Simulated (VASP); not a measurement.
**BeS: single point with PBE**

Crystal: BeS.

```
Be S
1.0
     0.00000    2.23733    2.23733
     2.23733    0.00000    2.23733
     2.23733    2.23733    0.00000
Be S
1 1
Direct
  0.00000 0.00000 0.00000
  0.50000 0.50000 0.50000
```

This cell differs from its parent crystal: volume changed by -10%.

```
Program                : VASP 6.6.1
Task                   : single point
Functional             : PBE
Potentials or basis    : VASP PAW PBE potentials, release 64 (Be, S)
Cutoff                 : 520 eV
k mesh                 : 6 × 6 × 6
Occupations            : gaussian, width 0.01 eV
Spin                   : no spin polarisation
Dipole correction      : no
Further INCAR settings : ALGO = Normal; EDIFF = 1e-07; NBANDS = 11
```

The pressure is 13.5 GPa and the band gap on the k mesh is 1.03 eV, indirect (least direct gap 4.32 eV).

Levels at points of the mesh, in eV from the valence-band top:
| k point | band 1 | band 2 | band 3 | band 4 | band 5 | band 6 | band 7 | band 8 | band 9 |
| --- | --- | --- | --- | --- | --- | --- | --- | --- | --- |
| (0.00, 0.00, 0.00) | -16.06 | -0.34 | -0.34 | -0.34 | 6.58 | 8.68 | 8.68 | 8.68 | 10.14 |
| (0.50, 0.00, 0.00) | -13.43 | -8.04 | -0.59 | -0.59 | 3.73 | 3.73 | 4.33 | 11.15 | 15.94 |
| (0.50, 0.50, 0.00) | -12.12 | -7.68 | -3.63 | -3.63 | 1.03 | 3.84 | 12.75 | 12.75 | 14.98 |

It took 5.2 s on 1 thread of AMD EPYC 7R43 64-Core Processor (Zen 3) (shared host), peak memory 0.1 GiB.

 A k mesh can miss the band edges.
